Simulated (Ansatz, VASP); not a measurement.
# PPt in VASP and in Ansatz

File INCAR:

```
SYSTEM = PPt
PREC = Accurate ; ENCUT = 520
EDIFF = 1E-6 ; ISMEAR = 0
SIGMA = 0.05 ; LREAL = .FALSE.
LASPH = .TRUE. ; NELM = 100
ALGO = Normal ; ISIF = 2
LWAVE = .FALSE. ; LCHARG = .TRUE.
GGA = PE ; LELF = .TRUE.
LVHAR = .TRUE. ; NBANDS = 14
```

The input KPOINTS:

```
regular mesh
0
G
  12 12 12
  0 0 0
```

The input POSCAR:

```
PPt
1.0
    0.0000000000      2.6616641766      2.6616641766
    2.6616641766      0.0000000000      2.6616641766
    2.6616641766      2.6616641766      0.0000000000
Pt P
1 1
Direct
    0.0000000000      0.0000000000      0.0000000000
    0.2500000000      0.2500000000      0.2500000000
```

Input for Ansatz:

```yaml
crystal:
  lattice:
    - [0.0, 2.6616641766, 2.6616641766]
    - [2.6616641766, 0.0, 2.6616641766]
    - [2.6616641766, 2.6616641766, 0.0]
  atoms:
    - { symbol: Pt, position: [0.0, 0.0, 0.0] }
    - { symbol: P, position: [0.25, 0.25, 0.25] }
basis:
  ecutwfc: 500
  ecutrho_ratio: 4
kpoints:
  mp_grid: { grid: [12, 12, 12] }
hamiltonian:
  xc: pbe
scf:
  occupations: { method: gaussian, width: 0.05 }
output:
  forces: true
  stress: true
  write_density: true
  write_potential: true
  elf: true
  volumetric_format: npy
```

Alike in both runs: task single point; functional PBE; k mesh 12 × 12 × 12; occupations gaussian, width 0.05 eV; no spin polarisation.

|  | VASP | Ansatz |
| --- | --- | --- |
| version | VASP 6.6.1 | Ansatz 0.2.0 |
| potentials or method | VASP PAW PBE potentials, release 64 (Pt, P), cutoff 520 eV | scalar-relativistic, plane waves, PAW |
| valence electrons in the cell | 15 | 23 |

```csv
,VASP,Ansatz,Ansatz less VASP
gap on the k mesh at the Fermi level (eV),none,none,-
pressure (GPa),3.0,3.2,+0.20
```

A gap of «none» marks a metal or a gap that the smearing closes. The functional is the same, so the differences come from potentials, cutoffs and numerics. VASP's potentials hold 15 valence electrons a cell and Ansatz's 23, so a difference there can come from the potentials and not from the codes.

Neither program's run includes spin-orbit coupling.
